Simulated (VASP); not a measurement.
# AlN (Imm2) in VASP: a series of runs

AlN is run at these levels: r2SCAN; tasks: single point.

Program: VASP 6.6.1. These are calculated values, not measurements. Logs are shortened: lines on timing, memory, paths and dates and some standing lists are left out, and cuts for length are marked.

### Step 1. The cell of the first run

Symmetry: Imm2, No. 44, orthorhombic system. The conventional cell has a = 3.059 Å, b = 3.121 Å, c = 4.370 Å, α = 90.00°, β = 90.00°, γ = 90.00°. Al (site symmetry mm2) has 4 N at 1.88 to 1.90 Å within 2.5 Å. Within 2.5 Å of N (site symmetry mm2) lie 4 Al at 1.88 to 1.90 Å.

### Step 2. Single point, r2SCAN (strain -0.0200 x Voigt [0, 0, 0, 1, 0, 0])

File POSCAR:

```
AlN
1.0
    0.0000000000      2.1630516219      2.1630516219
    2.1849006282     -0.0218490063      2.1849006282
    2.1849006282      2.1849006282     -0.0218490063
Al N
1 1
Direct
    0.0000000000      0.0000000000      0.0000000000
    0.7500000000      0.7500000000      0.7500000000
```

File INCAR.step1:

```
SYSTEM = AlN
PREC = Accurate
ENCUT = 520
ISMEAR = 0
SIGMA = 0.05
LREAL = .FALSE.
LASPH = .TRUE.
NELM = 60
NBANDS = 11
GGA = PE
ALGO = Normal
EDIFF = 1E-4
LWAVE = .TRUE.
LCHARG = .FALSE.
```

File INCAR.step2:

```
SYSTEM = AlN
PREC = Accurate
ENCUT = 520
EDIFF = 1E-7
ISMEAR = 0
SIGMA = 0.05
LREAL = .FALSE.
LASPH = .TRUE.
NELM = 60
ALGO = Normal
ISIF = 2
LWAVE = .FALSE.
LCHARG = .FALSE.
METAGGA = R2SCAN
LMIXTAU = .TRUE.
NBANDS = 11
ISTART = 1
```

File KPOINTS:

```
Automatic mesh
0
G
  10 10 10
  0 0 0
```

Potentials or basis: VASP PAW PBE potentials, release 64 (Al, N).

Launch:

```bash
cat potpaw_PBE.64/Al/POTCAR potpaw_PBE.64/N/POTCAR > POTCAR
cp INCAR.step1 INCAR
mpirun -np 1 vasp_std > vasp.out
cp INCAR.step2 INCAR
mpirun -np 1 vasp_std > vasp.out
```

OUTCAR:

```text
SYSTEM = AlN
   PREC = Accurate
   ENCUT = 520
   EDIFF = 1E-7
   ISMEAR = 0
   LREAL = .FALSE.
   LASPH = .TRUE.
   NELM = 60
   ISIF = 2
   METAGGA = R2SCAN
   ISTART = 1

 ion  position               nearest neighbor table
   1  0.000  0.000  0.000-   2 1.88   2 1.88   2 1.90   2 1.90
   2  0.750  0.750  0.750-   1 1.88   1 1.88   1 1.90   1 1.90

  LATTYP: Found a body centered orthorhombic cell.
 ALAT       =     3.0590169398
 B/A-ratio  =     1.0202020202
 C/A-ratio  =     1.4284985479

  Lattice vectors:

 A1 = (  -2.1849006282,   0.0218490063,  -2.1849006282)
 A2 = (  -2.1849006282,  -0.0218490063,   2.1849006282)
 A3 = (   2.1849006282,   2.1849006282,  -0.0218490063)

Analysis of symmetry for initial positions (statically):
=====================================================================
 Subroutine PRICEL returns:
 Original cell was already a primitive cell.

 Routine SETGRP: Setting up the symmetry group for a
 body centered orthorhombic supercell.

 Subroutine GETGRP returns: Found  4 space group operations
 (whereof  4 operations were pure point group operations)
 out of a pool of  8 trial point group operations.

The static configuration has the point symmetry C_2v.

Analysis of symmetry for dynamics (positions and initial velocities):
=====================================================================
 Subroutine PRICEL returns:
 Original cell was already a primitive cell.

 Routine SETGRP: Setting up the symmetry group for a
 body centered orthorhombic supercell.

 Subroutine GETGRP returns: Found  4 space group operations
 (whereof  4 operations were pure point group operations)
 out of a pool of  8 trial point group operations.

The dynamic configuration has the point symmetry C_2v.

 Subroutine INISYM returns: Found  4 space group operations
 (whereof  4 operations are pure point group operations),
 and found     1 'primitive' translations

----------------------------------------------------------------------------------------

                                     Primitive cell

  volume of cell :      20.8584

  direct lattice vectors                    reciprocal lattice vectors
     0.000000000  2.163051622  2.163051622    -0.228843360  0.231154909  0.231154909
     2.184900628 -0.021849006  2.184900628     0.228843360 -0.226577584  0.226577584
     2.184900628  2.184900628 -0.021849006     0.228843360  0.226577584 -0.226577584

  length of vectors
     3.059016940  3.089993348  3.089993348     0.399041936  0.393756379  0.393756379

  position of ions in fractional coordinates (direct lattice)
     0.000000000  0.000000000  0.000000000
     0.750000000  0.750000000  0.750000000

[... 82 lines left out ...]
   ISIF   =      2    stress and relaxation
   ISYM   =      2    0-nonsym 1-usesym 2-fastsym
   POTIM  = 0.5000    time-step for ionic-motion
   TEBEG  =    0.0;   TEEND  =   0.0 temperature during run
   PSTRESS=    0.0 pullay stress
   NELECT =       8.0000    total number of electrons
   NUPDOWN=      -1.0000    fix difference up-down
   EMIN   =  10.00;   EMAX   =-10.00  energy-range for DOS
   EFERMI =   0.00;   METHOD = LEGACY
   ISMEAR =     0;   SIGMA  =   0.05  broadening in eV -4-tet -1-fermi 0-gaus
   EFERMI_NEDOS =   21; number of points for ismear=-14 and -15
   IALGO  =     38    algorithm
   IMIX   =      4    mixing-type and parameters
     AMIX     =   0.40;   BMIX     =  1.00
     AMIX_MAG =   1.60;   BMIX_MAG =  1.00
  volume/ion in A,a.u.               =      10.43        70.38
  Fermi-wavevector in a.u.,A,eV,Ry     =   1.189445  2.247725 19.249235  1.414779
  Thomas-Fermi vector in A             =   2.325552
   LORBIT       =      0    0 simple, 1 ext, 2 COOP (PROOUT), +10 PAW based schemes
   METAGGA = R2SCAN    functional components
   LHFCALC =     F    Hartree Fock is set to
   AEXX    =    0.0000 exact exchange contribution
   IVDW    =     0    specifies the selected vdW correction
   LEPSILON=     F    determine dielectric tensor
   LRPA    =     F    only Hartree local field effects (RPA)
 non-spin polarized calculation
 Gauss-broadening in eV      SIGMA  =   0.05
  energy-cutoff  :      520.00
  volume of cell :       20.86
 maximum number of plane-waves:       572
   NGX = 11   NGY = 11   NGZ = 11

 number of electron       8.0000000 magnetization

 Free energy of the ion-electron system (eV)
  ---------------------------------------------------
  ext. energy  EPLUGINS =         0.00000000
  ---------------------------------------------------
  free energy    TOTEN  =       -19.17352904 eV

  energy without entropy =      -19.17352904  energy(sigma->0) =      -19.17352904

 E-fermi :   6.0710     XC(G=0): -11.4131

 val. band max:        5.7387247475   @ k =   0.0000   0.0000   0.0000
 cond. band min:       9.6077601928   @ k =   0.0000   0.5000   0.5000
 fundamental gap:      3.8690354453
 Fermi energy:         6.0709858956

 k-point     1 :       0.0000    0.0000    0.0000
  band No.  band energies     occupation
      1     -10.0531      2.00000
      2       5.6285      2.00000
      3       5.6803      2.00000
      4       5.7387      2.00000
      5      10.5552      0.00000
      6      18.9178      0.00000
      7      19.2044      0.00000
      8      19.4717      0.00000
      9      24.2033      0.00000
     10      24.2149      0.00000
     11      25.8035      0.00000
[... 309 lines left out ...]
 k-point    24 :      -0.3000    0.2000    0.0000
  band No.  band energies     occupation
      1      -8.1392      2.00000
      2       1.0792      2.00000
      3       3.4429      2.00000
      4       5.1496      2.00000
      5      14.3256      0.00000
      6      15.5539      0.00000
      7      18.4780      0.00000
      8      18.7979      0.00000
      9      23.1841      0.00000
     10      25.6355      0.00000
     11      28.1402      0.00000

 [... further k-points ...]
[... 5 lines left out ...]
  --------------------------------------------------------------------------------------
  -------------------------------------------------------------------------------------
  Total       -0.0430616     -0.0348988     -0.0348988      0.0000000      0.6177409      0.0000000
  in kB       -3.3076496     -2.6806453     -2.6806453      0.0000000     47.4498982      0.0000000
  external PRESSURE =      -2.8896467 kB  Pullay stress =       0.0000000 kB

 VOLUME and BASIS-vectors are now :
 -----------------------------------------------------------------------------
  energy-cutoff  :      520.00
  volume of cell :       20.86
      direct lattice vectors                 reciprocal lattice vectors
     0.000000000  2.163051622  2.163051622    -0.228843360  0.231154909  0.231154909
     2.184900628 -0.021849006  2.184900628     0.228843360 -0.226577584  0.226577584
     2.184900628  2.184900628 -0.021849006     0.228843360  0.226577584 -0.226577584

 POSITION                                       TOTAL-FORCE (eV/Angst)
 -----------------------------------------------------------------------------------
      0.00000      0.00000      0.00000         0.174985     -0.000000     -0.000000
      3.27735      3.24458      3.24458        -0.174985      0.000000      0.000000
 -----------------------------------------------------------------------------------
    total drift:                               -0.002352      0.000002      0.000002

  FREE ENERGIE OF THE ION-ELECTRON SYSTEM (eV)
  ---------------------------------------------------
  free  energy   TOTEN  =       -19.1735290396 eV

  energy  without entropy=      -19.1735290396  energy(sigma->0) =      -19.17352904
```

OUTCAR.step1:

```text
SYSTEM = AlN
   PREC = Accurate
   ENCUT = 520
   ISMEAR = 0
   LREAL = .FALSE.
   LASPH = .TRUE.
[... 559 lines left out ...]
      0.00000      0.00000      0.00000         0.183140     -0.000000     -0.000000
      3.27735      3.24458      3.24458        -0.183140      0.000000      0.000000
 -----------------------------------------------------------------------------------
    total drift:                                0.002685     -0.000000     -0.000000

  FREE ENERGIE OF THE ION-ELECTRON SYSTEM (eV)
  ---------------------------------------------------
  free  energy   TOTEN  =       -14.8351647726 eV

  energy  without entropy=      -14.8351647726  energy(sigma->0) =      -14.83516477
```

OSZICAR.step1:

```text
N       E                     dE             d eps       ncg     rms          rms(c)
DAV:   1     0.109798360988E+02    0.10980E+02   -0.38333E+03  3842   0.603E+02
DAV:   2    -0.162879312884E+02   -0.27268E+02   -0.26260E+02  4490   0.138E+02
DAV:   3    -0.172111736729E+02   -0.92324E+00   -0.92205E+00  4612   0.240E+01
DAV:   4    -0.172160058152E+02   -0.48321E-02   -0.48318E-02  4290   0.191E+00
DAV:   5    -0.172160642173E+02   -0.58402E-04   -0.58402E-04  4563   0.202E-01    0.862E+00
DAV:   6    -0.148453867298E+02    0.23707E+01   -0.11872E+01  4429   0.173E+01    0.283E+00
DAV:   7    -0.148417343792E+02    0.36524E-02   -0.17153E-01  4218   0.324E+00    0.206E+00
DAV:   8    -0.148365586726E+02    0.51757E-02   -0.28527E-02  4155   0.159E+00    0.581E-01
DAV:   9    -0.148351197378E+02    0.14389E-02   -0.41496E-03  4569   0.383E-01    0.232E-01
DAV:  10    -0.148351647726E+02   -0.45035E-04   -0.40604E-04  4041   0.131E-01
   1 F= -.14835165E+02 E0= -.14835165E+02  d E =-.912642E-14
```

Wall time 92 s (1 thread of Intel Xeon Platinum 8259CL at 2.50GHz (Skylake/Cascade Lake), shared host); peak memory 0.16 GiB.

What came out:

```yaml
Free_energy: -19.1735 eV
Pressure: -0.3 GPa
Largest_force: 0.175 eV/Å
Band_gap_on_the_k_mesh: 3.87 eV, indirect (least direct gap 4.82 eV)
```

Forces on the atoms (eV/Å):
```
Al   0.175  0.000  0.000
N   -0.175  0.000  0.000
```

Caveat: the cell differs from its parent crystal (strain -0.0200 x Voigt [0, 0, 0, 1, 0, 0]); the PAW data sets were made with another functional, which shifts forces and pressure a little. A k mesh can miss the band edges.

### Step 3. Single point, r2SCAN (strain +0.0150 x Voigt [0, 0, 0, 1, 0, 0])

File POSCAR:

```
AlN
1.0
    0.0000000000      2.2012873829      2.2012873829
    2.1849006282      0.0163867547      2.1849006282
    2.1849006282      2.1849006282      0.0163867547
Al N
1 1
Direct
    0.0000000000      0.0000000000      0.0000000000
    0.7500000000      0.7500000000      0.7500000000
```

File INCAR.step1:

```
SYSTEM = AlN
PREC     = Accurate       ! precision mode
ENCUT    = 520            ! plane-wave cutoff, eV
ISMEAR   = 0              ! smearing method
SIGMA    = 0.05           ! smearing width, eV
LREAL    = .False.        ! projectors in reciprocal space
LASPH    = .True.         ! aspherical terms in the spheres
NELM     = 100            ! most SCF steps
NBANDS   = 11             ! bands
GGA      = PE             ! functional
ALGO     = Normal         ! electronic algorithm
EDIFF    = 1E-4           ! SCF threshold, eV
LWAVE    = .True.         ! write WAVECAR
LCHARG   = .False.        ! write CHGCAR
```

File INCAR.step2:

```
SYSTEM = AlN
PREC     = Accurate       ! precision mode
ENCUT    = 520            ! plane-wave cutoff, eV
EDIFF    = 1E-7           ! SCF threshold, eV
ISMEAR   = 0              ! smearing method
SIGMA    = 0.05           ! smearing width, eV
LREAL    = .False.        ! projectors in reciprocal space
LASPH    = .True.         ! aspherical terms in the spheres
NELM     = 100            ! most SCF steps
ALGO     = Normal         ! electronic algorithm
ISIF     = 2              ! what is computed and relaxed
LWAVE    = .False.        ! write WAVECAR
LCHARG   = .False.        ! write CHGCAR
METAGGA  = R2SCAN         ! meta-GGA
LMIXTAU  = .True.       
NBANDS   = 11             ! bands
ISTART   = 1
```

File KPOINTS:

```
regular mesh
0
Gamma
  10 10 10
  0 0 0
```

Potentials or basis: VASP PAW PBE potentials, release 64 (Al, N).

Launch:

```bash
cat potpaw_PBE.64/Al/POTCAR potpaw_PBE.64/N/POTCAR > POTCAR
cp INCAR.step1 INCAR
mpirun -np 1 vasp_std > vasp.out
cp INCAR.step2 INCAR
mpirun -np 1 vasp_std > vasp.out
```

It took 98 s on 1 thread of Intel Xeon Platinum 8259CL at 2.50GHz (Skylake/Cascade Lake), shared host; peak memory 0.16 GiB.

It converged, with:

```yaml
Free_energy: -19.1762 eV
Pressure: -0.3 GPa
Largest_force: 0.131 eV/Å
Band_gap_on_the_k_mesh: 3.89 eV, indirect (least direct gap 4.83 eV)
```

Forces in eV/Å, atoms in the order of the input:
```
Al  -0.131  0.000  0.000
N    0.131  0.000  0.000
```

Stress tensor (GPa, compression positive):
```
-0.36  0.00  0.00
 0.00 -0.32 -3.56
 0.00 -3.56 -0.32
```

Levels at points of the mesh, in eV from the valence-band top:
| k point | band 2 | band 3 | band 4 | band 5 | band 6 | band 7 |
| --- | --- | --- | --- | --- | --- | --- |
| (0.00, 0.00, 0.00) | -0.08 | -0.04 | 0.00 | 4.83 | 13.26 | 13.47 |
| (0.50, 0.00, 0.00) | -5.96 | -0.51 | -0.49 | 8.23 | 10.77 | 11.90 |
| (0.00, 0.50, 0.00) | -5.91 | -0.57 | -0.55 | 8.09 | 10.77 | 11.73 |
| (0.50, 0.50, 0.00) | -4.99 | -1.85 | -1.85 | 3.89 | 9.43 | 15.13 |
| (0.00, 0.50, 0.50) | -4.99 | -1.94 | -1.75 | 3.89 | 9.44 | 15.14 |

Caveat: the cell differs from its parent crystal (strain +0.0150 x Voigt [0, 0, 0, 1, 0, 0]); the PAW data sets were made with another functional, which shifts forces and pressure a little.
